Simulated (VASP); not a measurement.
Runs of VASP 6.6.1 on MgS. The structure is that of space group F-43m (No. 216), or close to it. The cells are those of the table. 

```csv
task,level,potentials or basis,cell,k mesh,cutoff (eV),smearing,mended,grid for exact exchange (PRECFOCK),share of exact exchange,screening parameter,gap on the mesh (eV),pressure (GPa)
single point,r2SCAN,"VASP PAW PBE potentials, release 64 (S, Mg_sv)","a = 3.925 Å, angles 60.0°, 2 atoms",8 × 8 × 8,750,fermi-dirac 0.05 eV,yes,-,-,-,(b),3.9
single point,r2SCANh+D3(BJ),"VASP PAW PBE potentials, release 64 (S, Mg)","a = 4.007 Å, angles 60.0°, 2 atoms",4 × 4 × 4,580,gaussian 0.01 eV,-,Normal,0.1,-,(c),-1.6
dielectric tensor,PBEsol-based screened hybrid with 25 % exact exchange,"VASP PAW PBE potentials, release 64 (S, Mg)","a = 4.007 Å, angles 60.0°, 2 atoms",5 × 5 × 5,520,gaussian 0.01 eV,-,Normal,0.25,0.207 1/Å,4.36,-
single point,PBEsol+D3(BJ),"VASP PAW PBE potentials, release 64 (S, Mg)","a = 4.007 Å, angles 60.0°, 2 atoms",8 × 8 × 8,520,fermi-dirac 0.15 eV,-,-,-,-,3.28,-2.2
relaxation of cell and atoms,HF,"VASP PAW PBE potentials, release 64 (S, Mg)","relaxed from a = 4.007 Å, angles 60.0°, 2 atoms",4 × 4 × 4,600,fermi-dirac 0.05 eV,-,Normal,1,-,(a),0.0
```

Alike in all rows: no spin polarisation.

Question: Fill in the values left out.

Answer: (a) 10.88; (b) 4.27; (c) 4.71.

Caveats: some runs use coarse meshes; the PAW data sets were made with another functional, which shifts forces and pressure a little; the cell stands under pressure (at least some runs).

A k mesh can miss the band edges.

The runs don't all hold the same shells in valence.
